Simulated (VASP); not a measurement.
# Au: single point with PBE

Au:

```
CELL_PARAMETERS angstrom
0.00000 2.00750 2.00750
2.00750 0.00000 2.00750
2.00750 2.00750 0.00000
ATOMIC_POSITIONS crystal
Au 0.00000 0.00000 0.00000
```

| Item | Value |
| --- | --- |
| Program | VASP 6.6.1 |
| Task | single point |
| Functional | PBE |
| Potentials or basis | VASP PAW PBE potentials, release 64 (Au) |
| Cutoff | 500 eV |
| k mesh | 11 × 11 × 11 |
| Occupations | methfessel-paxton, width 0.01 eV |
| Spin | no spin polarisation |

```yaml
Pressure: 19.7 GPa
```

Levels at points of the mesh, in eV from the Fermi level:
| k point | band 4 | band 5 | band 6 | band 7 | band 8 | band 9 |
| --- | --- | --- | --- | --- | --- | --- |
| (0.00, 0.00, 0.00) | -5.04 | -3.39 | -3.39 | 14.37 | 18.67 | 18.67 |

It took 6.6 s on 1 thread of Intel(R) Xeon(R) 6975P-C (Granite Rapids) (shared host), peak memory 0.14 GiB.

Caveat: spin-orbit coupling is left out, which moves the levels of the heavy elements.
